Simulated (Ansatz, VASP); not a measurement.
# NbH2: VASP beside Ansatz

```
Nb H
1.0
     0.04563    2.30431    2.30431
     2.30431    0.04563    2.30431
     2.30431    2.30431    0.04563
Nb H
1 2
Direct
  0.00000 0.00000 0.00000
  0.25000 0.25000 0.25000
  0.75000 0.75000 0.75000
```

Change from the starting cell: equal xy, yz and zx shear strains of +2 %.

Alike in both runs: task single point; functional LDA; k mesh 15 × 15 × 15; occupations fermi-dirac, width 0.03 eV; no spin polarisation.

|  | VASP | Ansatz |
| --- | --- | --- |
| version | VASP 6.6.1 | Ansatz 0.2.0 |
| potentials or method | VASP PAW LDA potentials, release 64 (Nb_sv, H), cutoff 500 eV | all-electron LAPW, scalar-relativistic |

|  | VASP | Ansatz | Ansatz less VASP |
| --- | --- | --- | --- |
| pressure (GPa) | -8.1 | -7.9 | +0.19 |
| traceless stress, the component that is largest in VASP (GPa) | -2.58 | -2.57 | +0.012 |
| rms of the force components (eV/Å) | 0.068 | 0.067 | -0.0004 |

LDA's correlation is that of Perdew and Zunger in VASP and of Perdew and Wang (1992) in Ansatz. Atom by atom the forces differ by 0.000 eV/Å (rms over components). Ansatz ran all-electron here, and VASP with PAW potentials.
